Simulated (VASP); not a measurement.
Runs of VASP 6.6.1 on As. The structure is that of space group P6_3/mmc (No. 194), or close to it. The cells are those of the table. 

```tsv
task	cell	k mesh	cutoff (eV)	gap on the mesh (eV)	pressure (GPa)	largest force (eV/Å)
relaxation of cell and atoms	relaxed from a = 3.975, b = 3.975, c = 6.560 Å, angles 90.0, 90.0, 120.0°, 4 atoms	6 × 6 × 4	600	none	0.1	0.03
single point	a = 4.548, b = 4.548, c = 5.643 Å, angles 90.0, 90.0, 120.0°, 4 atoms	12 × 12 × 8	520	none	0.3	0.04
single point	a = 3.975, b = 3.975, c = 6.560 Å, angles 90.0, 90.0, 120.0°, 4 atoms	6 × 6 × 4	520	none	16.6	(a)
single point	a = 4.551, b = 4.551, c = 5.617 Å, angles 90.0, 90.0, 120.0°, 4 atoms	6 × 6 × 4	520	none	0.4	0.04
```

Alike in all rows: level PBEsol; potentials or basis VASP PAW PBE potentials, release 64 (As); no spin polarisation; smearing gaussian 0.1 eV.

Estimate the missing entries.

(a) 0.33.

Caveats: the PAW data sets were made with another functional, which shifts forces and pressure a little; the relaxation stopped at a loose force limit of 0.05 eV/Å, so its end isn't a converged minimum (some runs).

A k mesh can miss the band edges, and the runs leave out spin-orbit coupling on As.

A gap of «none» marks levels without a gap at the run's occupations.
